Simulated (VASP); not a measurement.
# AlN (Pmn2_1) in VASP: a series of runs, part 3 of 3

VASP 6.6.1. The steps go on from the part before.

**5. Single point, r2SCAN**

This run uses another cell than the first one, of 13.81 Å³/atom, 1.195 times its volume.

Input file POSCAR:

```
AlN
1.0
    4.3698012523      0.0000000000      0.0000000000
    0.0000000000      2.1849006262     -2.1849006262
    0.0000000000      8.6760222221      8.6760222221
Al N
6 6
Direct
    0.0000000000      0.0000000000      0.1888614601
    0.5000000000      0.5000000000      0.3147774945
    0.0000000000      0.0000000000      0.4406935290
    0.5000000000      0.5000000000      0.5666095635
    0.0000000000      0.0000000000      0.6925255979
    0.5000000000      0.5000000000      0.0629454256
    0.7500000000      0.0000000000      0.3147774945
    0.2500000000      0.5000000000      0.4406935290
    0.7500000000      0.0000000000      0.5666095635
    0.2500000000      0.5000000000      0.6925255979
    0.7500000000      0.0000000000      0.0629454256
    0.2500000000      0.5000000000      0.1888614601
```

Input file INCAR.step1:

```
ALGO = Normal ; EDIFF = 1E-4
ENCUT = 520 ; GGA = PE
ISMEAR = 0 ; LASPH = T
LCHARG = F ; LREAL = F
LWAVE = T ; NBANDS = 36
NELM = 100 ; PREC = Accurate
SIGMA = 0.05
```

Input file INCAR.step2:

```
ALGO = Normal ; EDIFF = 1E-6
ENCUT = 520 ; ISIF = 2
ISMEAR = 0 ; ISTART = 1
LASPH = T ; LCHARG = F
LMIXTAU = T ; LREAL = F
LWAVE = F ; METAGGA = R2SCAN
NBANDS = 36 ; NELM = 100
PREC = Accurate ; SIGMA = 0.05
```

Input file KPOINTS:

```
k-points
0
Gamma
  5 7 3
```

Potentials or basis: VASP PAW PBE potentials, release 64 (Al, N).

Command:

```
cat potpaw_PBE.64/Al/POTCAR potpaw_PBE.64/N/POTCAR > POTCAR
cp INCAR.step1 INCAR
mpirun -np 1 vasp_std > vasp.out
cp INCAR.step2 INCAR
mpirun -np 1 vasp_std > vasp.out
```

OUTCAR:

```text
EDIFF = 1E-6
   ENCUT = 520
   ISIF = 2
   ISMEAR = 0
   ISTART = 1
   LASPH = T
   LREAL = F
   METAGGA = R2SCAN
   NELM = 100
   PREC = Accurate

 ion  position               nearest neighbor table
   1  0.000  0.000  0.189-   7 1.89  12 1.89  12 1.89  11 1.89   2 3.09   2 3.09   2 3.09   2 3.09
                             3 3.09   6 3.09   6 3.09   6 3.09   6 3.09
   2  0.500  0.500  0.315-  12 1.89   7 1.89   7 1.89   8 1.89   1 3.09   1 3.09   1 3.09   1 3.09
                             6 3.09   3 3.09   3 3.09   3 3.09   3 3.09   4 3.09
   3  0.000  0.000  0.441-   8 1.89   8 1.89   9 1.89   7 1.89   1 3.09   5 3.09   4 3.09   2 3.09
                             4 3.09   2 3.09   2 3.09   4 3.09   2 3.09   4 3.09
   4  0.500  0.500  0.567-  10 1.89   9 1.89   9 1.89   8 1.89   5 3.09   5 3.09   5 3.09   5 3.09
                             3 3.09   3 3.09   3 3.09   3 3.09   2 3.09
   5  0.000  0.000  0.693-   9 1.89  10 1.89  10 1.89   4 3.09   4 3.09   4 3.09   4 3.09   3 3.09

   6  0.500  0.500  0.063-  11 1.89  11 1.89  12 1.89   2 3.09   1 3.09   1 3.09   1 3.09   1 3.09

   7  0.750  0.000  0.315-   1 1.89   2 1.89   2 1.89   3 1.89
   8  0.250  0.500  0.441-   3 1.89   3 1.89   4 1.89   2 1.89
   9  0.750  0.000  0.567-   5 1.89   4 1.89   4 1.89   3 1.89
  10  0.250  0.500  0.693-   4 1.89   5 1.89   5 1.89
  11  0.750  0.000  0.063-   6 1.89   6 1.89   1 1.89
  12  0.250  0.500  0.189-   2 1.89   1 1.89   1 1.89   6 1.89

  LATTYP: Found a simple orthorhombic cell.
 ALAT       =     3.0899160980
 B/A-ratio  =     1.4142135623
 C/A-ratio  =     3.9709001490

  Lattice vectors:

 A1 = (   0.0000000000,  -2.1849006262,   2.1849006262)
 A2 = (   4.3698012523,   0.0000000000,   0.0000000000)
 A3 = (   0.0000000000,   8.6760222221,   8.6760222221)

Analysis of symmetry for initial positions (statically):
=====================================================================
 Subroutine PRICEL returns:
 Original cell was already a primitive cell.

 Routine SETGRP: Setting up the symmetry group for a
 simple orthorhombic supercell.

 Subroutine GETGRP returns: Found  4 space group operations
[... 171 lines left out ...]
  energy-cutoff  :      520.00
  volume of cell :      165.67
 maximum number of plane-waves:      4504
   NGX = 17   NGY = 11   NGZ = 45

 number of electron      48.0000008 magnetization

 Free energy of the ion-electron system (eV)
  ---------------------------------------------------
  ext. energy  EPLUGINS =         0.00000000
  ---------------------------------------------------
  free energy    TOTEN  =      -109.88929665 eV

  energy without entropy =     -109.88929665  energy(sigma->0) =     -109.88929665

 E-fermi :   3.8106     XC(G=0):  -9.6713

 val. band max:        3.5700686952   @ k =   0.2000   0.4286   0.0000
 cond. band min:       5.2478577498   @ k =   0.0000   0.0000   0.0000
 fundamental gap:      1.6777890546
 Fermi energy:         3.8105981063

 k-point     1 :       0.0000    0.0000    0.0000
  band No.  band energies     occupation
      1     -12.6349      2.00000
      2     -11.9682      2.00000
      3     -11.0377      2.00000
      4     -10.3336      2.00000
      5      -9.7851      2.00000
      6      -9.7586      2.00000
[... 925 lines left out ...]
     35      13.0107      0.00000
     36      13.4768      0.00000

------------------------ aborting loop because EDIFF is reached ----------------------------------------

  FORCE on cell =-STRESS in cart. coord.  units (eV):
  Direction    XX          YY          ZZ          XY          YZ          ZX
  --------------------------------------------------------------------------------------
  -------------------------------------------------------------------------------------
  Total       -7.8446186     -3.9444146     -3.9444146      0.0000000     -0.4639964      0.0000000
  in kB      -75.8644630    -38.1460101    -38.1460101      0.0000000     -4.4872598      0.0000000
  external PRESSURE =     -50.7188277 kB  Pullay stress =       0.0000000 kB

 VOLUME and BASIS-vectors are now :
 -----------------------------------------------------------------------------
  energy-cutoff  :      520.00
  volume of cell :      165.67
      direct lattice vectors                 reciprocal lattice vectors
     4.369801252  0.000000000  0.000000000     0.228843360  0.000000000  0.000000000
     0.000000000  2.184900626 -2.184900626     0.000000000  0.228843360 -0.228843360
     0.000000000  8.676022222  8.676022222     0.000000000  0.057630097  0.057630097

 POSITION                                       TOTAL-FORCE (eV/Angst)
 -----------------------------------------------------------------------------------
      0.00000      1.63857      1.63857        -0.488882     -0.537497     -0.537497
      2.18490      3.82347      1.63857         0.197020     -0.006216     -0.006216
      0.00000      3.82347      3.82347         0.197020      0.006216      0.006216
      2.18490      6.00837      3.82347        -0.488882      0.537497      0.537497
      0.00000      6.00837      6.00837         2.722062     -1.179983     -1.179983
      2.18490      1.63857     -0.54633         2.722062      1.179983      1.179983
      3.27735      2.73102      2.73102        -0.003877      0.210035      0.210035
      1.09245      4.91592      2.73102        -0.003877     -0.210035     -0.210035
      3.27735      4.91592      4.91592        -0.445615      0.394049      0.394049
      1.09245      7.10082      4.91592        -1.980708      0.458366      0.458366
      3.27735      0.54612      0.54612        -1.980708     -0.458366     -0.458366
      1.09245      2.73102      0.54612        -0.445615     -0.394049     -0.394049
 -----------------------------------------------------------------------------------
    total drift:                                0.000897      0.000018      0.000018

  FREE ENERGIE OF THE ION-ELECTRON SYSTEM (eV)
  ---------------------------------------------------
  free  energy   TOTEN  =      -109.8892966461 eV

  energy  without entropy=     -109.8892966461  energy(sigma->0) =     -109.88929665
```

OSZICAR.step1:

```text
N       E                     dE             d eps       ncg     rms          rms(c)
DAV:   1     0.209915153536E+03    0.20992E+03   -0.21333E+04  1728   0.116E+03
DAV:   2    -0.763438192548E+02   -0.28626E+03   -0.26856E+03  2252   0.241E+02
DAV:   3    -0.101311615863E+03   -0.24968E+02   -0.24760E+02  2200   0.749E+01
DAV:   4    -0.101814147839E+03   -0.50253E+00   -0.50164E+00  2128   0.121E+01
DAV:   5    -0.101826636070E+03   -0.12488E-01   -0.12481E-01  2268   0.182E+00    0.218E+01
DAV:   6    -0.850190152295E+02    0.16808E+02   -0.60698E+01  2096   0.332E+01    0.791E+00
DAV:   7    -0.846845969995E+02    0.33442E+00   -0.23250E+00  2056   0.743E+00    0.516E+00
DAV:   8    -0.844351344499E+02    0.24946E+00   -0.50208E-01  2100   0.388E+00    0.113E+00
DAV:   9    -0.844261758817E+02    0.89586E-02   -0.67553E-02  2136   0.136E+00    0.509E-01
DAV:  10    -0.844306704127E+02   -0.44945E-02   -0.69669E-03  1988   0.528E-01    0.179E-01
DAV:  11    -0.844320903344E+02   -0.14199E-02   -0.33202E-03  2068   0.317E-01    0.790E-02
DAV:  12    -0.844324947666E+02   -0.40443E-03   -0.11586E-03  2100   0.200E-01    0.421E-02
DAV:  13    -0.844326778001E+02   -0.18303E-03   -0.26710E-04  1832   0.984E-02    0.263E-02
DAV:  14    -0.844327675551E+02   -0.89755E-04   -0.12067E-04  1620   0.481E-02
   1 F= -.84432768E+02 E0= -.84432768E+02  d E =-.851260E-11
```

Wall time 3 min (1 thread of Intel Xeon 6975P-C (Granite Rapids), shared host); peak memory 0.33 GiB.

Results:

```
Free energy            : -109.8893 eV
Pressure               : -5.1 GPa
Largest force          : 3.193 eV/Å
Band gap on the k mesh : 1.68 eV, indirect (least direct gap 1.97 eV)
```

Forces in eV/Å, atoms in the order of the input:
```
Al  -0.489 -0.537 -0.537
Al   0.197 -0.006 -0.006
Al   0.197  0.006  0.006
Al  -0.489  0.537  0.537
Al   2.722 -1.180 -1.180
Al   2.722  1.180  1.180
N   -0.004  0.210  0.210
N   -0.004 -0.210 -0.210
N   -0.446  0.394  0.394
N   -1.981  0.458  0.458
N   -1.981 -0.458 -0.458
N   -0.446 -0.394 -0.394
```

Caveat: the PAW data sets were made with another functional, which shifts forces and pressure a little. A k mesh can miss the band edges.

**6. Summary**

```csv
cell,gap on the mesh (eV),pressure (GPa),largest force (eV/Å)
"a = 4.370, b = 3.090, c = 10.270 Å, 12 atoms",3.18,-6.8,1.67
"a = 4.370, b = 3.090, c = 10.770 Å, 12 atoms",2.40,-6.3,2.24
"a = 4.370, b = 3.090, c = 11.270 Å, 12 atoms",1.95,-5.8,2.78
"a = 4.370, b = 3.090, c = 12.270 Å, 12 atoms",1.68,-5.1,3.19
```

Alike in all rows: task single point; level r2SCAN; potentials or basis VASP PAW PBE potentials, release 64 (Al, N); no spin polarisation; k mesh 5 × 7 × 3; cutoff (eV) 520; smearing gaussian 0.05 eV.

Caveats: the PAW data sets were made with another functional, which shifts forces and pressure a little.

Absolute energies hang on the potentials; compare differences alone.
